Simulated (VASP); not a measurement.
A run of VASP 6.6.1:

Contents of INCAR:

```
ALGO     = Normal         # electronic algorithm
EDIFF    = 1E-7           # SCF threshold, eV
ENCUT    = 520            # plane-wave cutoff, eV
GGA      = PE             # functional
ISIF     = 2              # what is computed and relaxed
ISMEAR   = 0              # smearing method
LASPH    = T              # aspherical terms in the spheres
LCHARG   = F              # write CHGCAR
LREAL    = F              # projectors in reciprocal space
LWAVE    = F              # write WAVECAR
NBANDS   = 11             # bands
NELM     = 60             # most SCF steps
PREC     = Accurate       # precision mode
SIGMA    = 0.01           # smearing width, eV
```

KPOINTS

```
k-points
0
Gamma
  8 8 8
```

The input POSCAR:

```
BP
1.0
    0.0000000000      2.2742185970      2.2742185970
    2.2742185970      0.0000000000      2.2742185970
    2.2742185970      2.2742185970      0.0000000000
B P
1 1
Direct
    0.0000000000      0.0000000000      0.0000000000
    0.2500000000      0.2500000000      0.2500000000
```

Potentials or basis: VASP PAW PBE potentials, release 64 (B, P).

Launch:

```console
$ cat potpaw_PBE.64/B/POTCAR potpaw_PBE.64/P/POTCAR > POTCAR
$ mpirun -np 1 vasp_std > vasp.out
```

Hardware: 1 thread of Intel Xeon 6975P-C, on a shared host.

**Question.** Estimate the wall time of this run.

**Answer.** Wall time 16 s on 1 thread of Intel Xeon 6975P-C (shared host), peak memory 0.1 GiB. Counts: scf iterations 14, k points 29.
